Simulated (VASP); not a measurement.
Pt:

```
Pt
1.0
     0.00000    1.97158    1.97158
     1.97158    0.00000    1.97158
     1.97158    1.97158    0.00000
Pt
1
Direct
  0.00000 0.00000 0.00000
```

```yaml
Program: VASP 6.6.1
Task: relaxation of cell and atoms
Functional: PBE
Dispersion: D3(BJ)
Potentials_or_basis: VASP PAW PBE potentials, release 64 (Pt)
Cutoff: 600 eV
k_mesh: 18 × 18 × 18
Occupations: gaussian, width 0.1 eV
Spin: no spin polarisation
```

At the start: pressure -3.4 GPa; volume 15.33 Å³/atom.

Question: Where does the relaxation end?

Answer: Over 3 steps the energy falls by 2.1 meV/atom and the volume is 15.13 Å³/atom (-1.3 %); space group Fm-3m (No. 225, to 0.1 Å) before and after.

The path:
| step | energy change (eV) | largest force (eV/Å) | pressure (GPa) | volume (Å³) |
| --- | --- | --- | --- | --- |
| 1 | 0.0000 | 0.0000 | -3.42 | 15.33 |
| 2 | 0.0146 | 0.0000 | 10.70 | 14.61 |
| 3 | -0.0021 | 0.0000 | -0.03 | 15.13 |

Final structure:
```cif
data_structure
_symmetry_space_group_name_H-M 'P 1'
_symmetry_Int_Tables_number 1
_cell_length_a 2.7765
_cell_length_b 2.7765
_cell_length_c 2.7765
_cell_angle_alpha 60.000
_cell_angle_beta 60.000
_cell_angle_gamma 60.000
_cell_volume 15.13
loop_
_atom_site_label
_atom_site_type_symbol
_atom_site_fract_x
_atom_site_fract_y
_atom_site_fract_z
_atom_site_occupancy
Pt1 Pt 0.00000 0.00000 0.00000 1
```
